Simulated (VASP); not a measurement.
# Al (Fm-3m) in VASP: notebook

The runs below take Al through single point, with r2SCAN.

All numbers are computed with VASP 6.6.1; they aren't measurements. Logs are shortened: lines on timing, memory, paths and dates and some standing lists are left out, and cuts for length are marked.

## Step 1: The cell of the first run

Symmetry: Fm-3m, No. 225, cubic system. Conventional cell: a = 4.103 Å, b = 4.103 Å, c = 4.103 Å, α = 90.00°, β = 90.00°, γ = 90.00°. Al (site symmetry m-3m) has 12 Al at 2.90 Å within 3.8 Å.

## Step 2: Single point, r2SCAN

The input, POSCAR:

```
Al
1.0
    0.0000000000      2.0514502267      2.0514502267
    2.0514502267      0.0000000000      2.0514502267
    2.0514502267      2.0514502267      0.0000000000
Al
1
Direct
    0.0000000000      0.0000000000      0.0000000000
```

The input, INCAR.step1:

```
SYSTEM = Al
  PREC = Accurate
  ENCUT = 520
  ISMEAR = 0
  SIGMA = 0.1
  LREAL = .FALSE.
  LASPH = .TRUE.
  NELM = 80
  NBANDS = 8
  GGA = PE
  ALGO = Normal
  EDIFF = 1E-4
  LWAVE = .TRUE.
  LCHARG = .FALSE.
```

The input, INCAR.step2:

```
SYSTEM = Al
  PREC = Accurate
  ENCUT = 520
  EDIFF = 1E-6
  ISMEAR = 0
  SIGMA = 0.1
  LREAL = .FALSE.
  LASPH = .TRUE.
  NELM = 80
  ALGO = Normal
  ISIF = 2
  LWAVE = .FALSE.
  LCHARG = .TRUE.
  METAGGA = R2SCAN
  LMIXTAU = .TRUE.
  LELF = .TRUE.
  LVHAR = .TRUE.
  NBANDS = 8
  ISTART = 1
```

The input, KPOINTS:

```
regular mesh
0
G
  12 12 12
  0 0 0
```

Potentials or basis: VASP PAW PBE potentials, release 64 (Al).

On the command line:

```
> cat potpaw_PBE.64/Al/POTCAR > POTCAR
> cp INCAR.step1 INCAR
> mpirun -np 1 vasp_std > vasp.out
> cp INCAR.step2 INCAR
> mpirun -np 1 vasp_std > vasp.out
```

OUTCAR:

```text
SYSTEM = Al
   PREC = Accurate
   ENCUT = 520
   EDIFF = 1E-6
   ISMEAR = 0
   LREAL = .FALSE.
   LASPH = .TRUE.
   NELM = 80
   ISIF = 2
   METAGGA = R2SCAN
   ISTART = 1

 ion  position               nearest neighbor table
   1  0.000  0.000  0.000-

  LATTYP: Found a face centered cubic cell.
 ALAT       =     4.1029004534

  Lattice vectors:

 A1 = (   0.0000000000,   2.0514502267,   2.0514502267)
 A2 = (   2.0514502267,   0.0000000000,   2.0514502267)
 A3 = (   2.0514502267,   2.0514502267,   0.0000000000)

Analysis of symmetry for initial positions (statically):
=====================================================================
 Subroutine PRICEL returns:
 Original cell was already a primitive cell.

 Routine SETGRP: Setting up the symmetry group for a
 face centered cubic supercell.

 Subroutine GETGRP returns: Found 48 space group operations
 (whereof 48 operations were pure point group operations)
 out of a pool of 48 trial point group operations.

The static configuration has the point symmetry O_h .

Analysis of symmetry for dynamics (positions and initial velocities):
=====================================================================
 Subroutine PRICEL returns:
 Original cell was already a primitive cell.

 Routine SETGRP: Setting up the symmetry group for a
 face centered cubic supercell.

 Subroutine GETGRP returns: Found 48 space group operations
 (whereof 48 operations were pure point group operations)
 out of a pool of 48 trial point group operations.

The dynamic configuration has the point symmetry O_h .

 Subroutine INISYM returns: Found 48 space group operations
 (whereof 48 operations are pure point group operations),
 and found     1 'primitive' translations

----------------------------------------------------------------------------------------

                                     Primitive cell

  volume of cell :      17.2668

  direct lattice vectors                    reciprocal lattice vectors
     0.000000000  2.051450227  2.051450227    -0.243730018  0.243730018  0.243730018
     2.051450227  0.000000000  2.051450227     0.243730018 -0.243730018  0.243730018
     2.051450227  2.051450227  0.000000000     0.243730018  0.243730018 -0.243730018

  length of vectors
     2.901188733  2.901188733  2.901188733     0.422152774  0.422152774  0.422152774

  position of ions in fractional coordinates (direct lattice)
     0.000000000  0.000000000  0.000000000

  ion indices of the primitive-cell ions
   primitive index   ion index
                 1           1

----------------------------------------------------------------------------------------

 KPOINTS: regular mesh

Automatic generation of k-mesh.
 Grid dimensions read from file:
 generate k-points for:   12   12   12

 Generating k-lattice:

  Cartesian coordinates                     Fractional coordinates (reciprocal lattice)
    -0.020310835  0.020310835  0.020310835     0.083333333  0.000000000  0.000000000
     0.020310835 -0.020310835  0.020310835     0.000000000  0.083333333  0.000000000
     0.020310835  0.020310835 -0.020310835     0.000000000  0.000000000  0.083333333

  Length of vectors
     0.035179398  0.035179398  0.035179398

  Shift w.r.t. Gamma in fractional coordinates (k-lattice)
     0.000000000  0.000000000  0.000000000

 Subroutine IBZKPT returns following result:
 ===========================================

 Found     72 irreducible k-points:

 Following reciprocal coordinates:
            Coordinates               Weight
  0.000000  0.000000  0.000000      1.000000
  0.083333  0.000000  0.000000      8.000000
  0.166667  0.000000  0.000000      8.000000
  0.250000  0.000000  0.000000      8.000000
  0.333333  0.000000  0.000000      8.000000
  0.416667  0.000000  0.000000      8.000000
[... 16 lines left out ...]
  0.500000  0.166667  0.000000     24.000000
 -0.416667  0.166667  0.000000     24.000000
 [... further k-points ...]
   k-points           NKPTS =     72   k-points in BZ     NKDIM =     72   number of bands    NBANDS=      8
   number of dos      NEDOS =    301   number of ions     NIONS =      1
   total plane-waves  NPLWV =  13824
   dimension x,y,z NGX =    24 NGY =   24 NGZ =   24
   dimension x,y,z NGXF=    48 NGYF=   48 NGZF=   48
   ions per type =               1
   NGX,Y,Z   is equivalent  to a cutoff of  13.75, 13.75, 13.75 a.u.
   NGXF,Y,Z  is equivalent  to a cutoff of  27.51, 27.51, 27.51 a.u.
 SYSTEM =  Al
   PREC   = accura    normal or accurate (medium, high low for compatibility)
   ISTART =      1    job   : 0-new  1-cont  2-samecut
   ICHARG =      0    charge: 1-file 2-atom 10-const
   ISPIN  =      1    spin polarized calculation?
   LNONCOLLINEAR =      F non collinear calculations
   LSORBIT =      F    spin-orbit coupling
   LASPH  =      T    aspherical Exc in radial PAW
   ENCUT  =  520.0 eV  38.22 Ry    6.18 a.u.   5.39  5.39  5.39*2*pi/ulx,y,z
   NELM   =     80;   NELMIN=  2; NELMDL=  0     # of ELM steps
   EDIFF  = 0.1E-05   stopping-criterion for ELM
   LREAL  =      F    real-space projection
   EDIFFG = 0.1E-04   stopping-criterion for IOM
   NSW    =      0    number of steps for IOM
   IBRION =     -1    ionic relax: 0-MD 1-quasi-New 2-CG
   NFREE  =      0    steps in history (QN), initial steepest desc. (CG)
   ISIF   =      2    stress and relaxation
   ISYM   =      2    0-nonsym 1-usesym 2-fastsym
   POTIM  = 0.5000    time-step for ionic-motion
   TEBEG  =    0.0;   TEEND  =   0.0 temperature during run
   PSTRESS=    0.0 pullay stress
   NELECT =       3.0000    total number of electrons
   NUPDOWN=      -1.0000    fix difference up-down
   EMIN   =  10.00;   EMAX   =-10.00  energy-range for DOS
   EFERMI =   0.00;   METHOD = LEGACY
   ISMEAR =     0;   SIGMA  =   0.10  broadening in eV -4-tet -1-fermi 0-gaus
   EFERMI_NEDOS =   21; number of points for ismear=-14 and -15
   IALGO  =     38    algorithm
   IMIX   =      4    mixing-type and parameters
     AMIX     =   0.40;   BMIX     =  1.00
     AMIX_MAG =   1.60;   BMIX_MAG =  1.00
  volume/ion in A,a.u.               =      17.27       116.52
  Fermi-wavevector in a.u.,A,eV,Ry     =   0.913505  1.726274 11.353945  0.834491
  Thomas-Fermi vector in A             =   2.038024
   LORBIT       =      0    0 simple, 1 ext, 2 COOP (PROOUT), +10 PAW based schemes
   METAGGA = R2SCAN    functional components
   LHFCALC =     F    Hartree Fock is set to
   AEXX    =    0.0000 exact exchange contribution
   IVDW    =     0    specifies the selected vdW correction
   LEPSILON=     F    determine dielectric tensor
   LRPA    =     F    only Hartree local field effects (RPA)
 non-spin polarized calculation
 Gauss-broadening in eV      SIGMA  =   0.10
  energy-cutoff  :      520.00
  volume of cell :       17.27
 maximum number of plane-waves:       487
 NGX is ok and might be reduce to    24
   NGX = 11   NGY = 11   NGZ = 11

 number of electron       3.0000000 magnetization

 Free energy of the ion-electron system (eV)
  ---------------------------------------------------
  ext. energy  EPLUGINS =         0.00000000
  ---------------------------------------------------
  free energy    TOTEN  =        -6.71520184 eV

  energy without entropy =       -6.71350094  energy(sigma->0) =       -6.71435139

 E-fermi :   7.4205     XC(G=0): -10.7377

 val. band max:        7.3075240365   @ k =   0.5000   0.2500   0.0833
 cond. band min:       7.4925198657   @ k =  -0.4167   0.4167   0.0833
 fundamental gap:      0.1849958292
 Fermi energy:         7.4204809301

 k-point     1 :       0.0000    0.0000    0.0000
  band No.  band energies     occupation
      1      -3.9680      2.00000
      2      20.6227      0.00000
      3      20.6227      0.00000
      4      20.6227      0.00000
      5      22.1537      0.00000
      6      22.1537      0.00000
      7      22.1537      0.00000
      8      24.5921      0.00000

 k-point     2 :       0.0833    0.0000    0.0000
  band No.  band energies     occupation
      1      -3.7730      2.00000
      2      17.9138      0.00000
      3      20.0308      0.00000
      4      20.0308      0.00000
      5      22.8468      0.00000
      6      23.0427      0.00000
      7      23.0427      0.00000
      8      26.4769      0.00000

 k-point     3 :       0.1667    0.0000    0.0000
  band No.  band energies     occupation
      1      -3.1895      2.00000
      2      14.4342      0.00000
      3      19.3040      0.00000
      4      19.3040      0.00000
      5      22.6659      0.00000
      6      24.1447      0.00000
      7      24.1447      0.00000
      8      25.4309      0.00000

 k-point     4 :       0.2500    0.0000    0.0000
  band No.  band energies     occupation
      1      -2.2220      2.00000
      2      11.1182      0.00000
      3      18.8457      0.00000
      4      18.8457      0.00000
      5      22.4356      0.00000
      6      22.8327      0.00000
      7      22.8327      0.00000
      8      27.0074      0.00000

 k-point     5 :       0.3333    0.0000    0.0000
  band No.  band energies     occupation
      1      -0.8777      2.00000
      2       8.0700      0.00000
      3      18.7016      0.00000
      4      18.7016      0.00000
      5      21.3892      0.00000
      6      21.3892      0.00000
      7      22.4159      0.00000
      8      25.5239      0.00000
[... 177 lines left out ...]
 k-point    22 :       0.4167    0.1667    0.0000
  band No.  band energies     occupation
      1       0.3271      2.00000
      2       7.7505      0.00000
      3      15.1071      0.00000
      4      15.7343      0.00000
      5      17.5517      0.00000
      6      24.9148      0.00000
      7      25.1005      0.00000
      8      27.9986      0.00000

 k-point    23 :       0.5000    0.1667    0.0000
  band No.  band energies     occupation
      1       2.1444      2.00000
      2       5.1420      2.00000
      3      13.9988      0.00000
      4      16.0195      0.00000
      5      17.8973      0.00000
      6      24.0912      0.00000
      7      26.4954      0.00000
      8      28.5417      0.00000

 k-point    24 :      -0.4167    0.1667    0.0000
  band No.  band energies     occupation
      1       2.8227      2.00000
      2       4.3468      2.00000
      3      13.2416      0.00000
      4      16.6392      0.00000
      5      18.5851      0.00000
      6      23.3809      0.00000
      7      26.1928      0.00000
      8      29.2858      0.00000

 [... further k-points ...]
[... 5 lines left out ...]
  --------------------------------------------------------------------------------------
  -------------------------------------------------------------------------------------
  Total       -0.6683509     -0.6683509     -0.6683509     -0.0000000      0.0000000      0.0000000
  in kB      -62.0157706    -62.0157706    -62.0157706     -0.0000000      0.0000000      0.0000000
  external PRESSURE =     -62.0157706 kB  Pullay stress =       0.0000000 kB

 VOLUME and BASIS-vectors are now :
 -----------------------------------------------------------------------------
  energy-cutoff  :      520.00
  volume of cell :       17.27
      direct lattice vectors                 reciprocal lattice vectors
     0.000000000  2.051450227  2.051450227    -0.243730018  0.243730018  0.243730018
     2.051450227  0.000000000  2.051450227     0.243730018 -0.243730018  0.243730018
     2.051450227  2.051450227  0.000000000     0.243730018  0.243730018 -0.243730018

 POSITION                                       TOTAL-FORCE (eV/Angst)
 -----------------------------------------------------------------------------------
      0.00000      0.00000      0.00000         0.000000     -0.000000     -0.000000
 -----------------------------------------------------------------------------------
    total drift:                                0.000000     -0.000000     -0.000000

  FREE ENERGIE OF THE ION-ELECTRON SYSTEM (eV)
  ---------------------------------------------------
  free  energy   TOTEN  =        -6.7152018390 eV

  energy  without entropy=       -6.7135009384  energy(sigma->0) =       -6.71435139
```

It took 28 s on 1 thread of Intel Xeon Platinum 8259CL at 2.50GHz (Skylake/Cascade Lake), shared host; peak memory 0.13 GiB.

What came out:

```
Free energy : -6.7152 eV
Pressure    : -6.2 GPa
```

Caveat: the PAW data sets were made with another functional, which shifts forces and pressure a little.

(Continued in part 2 of 2.)
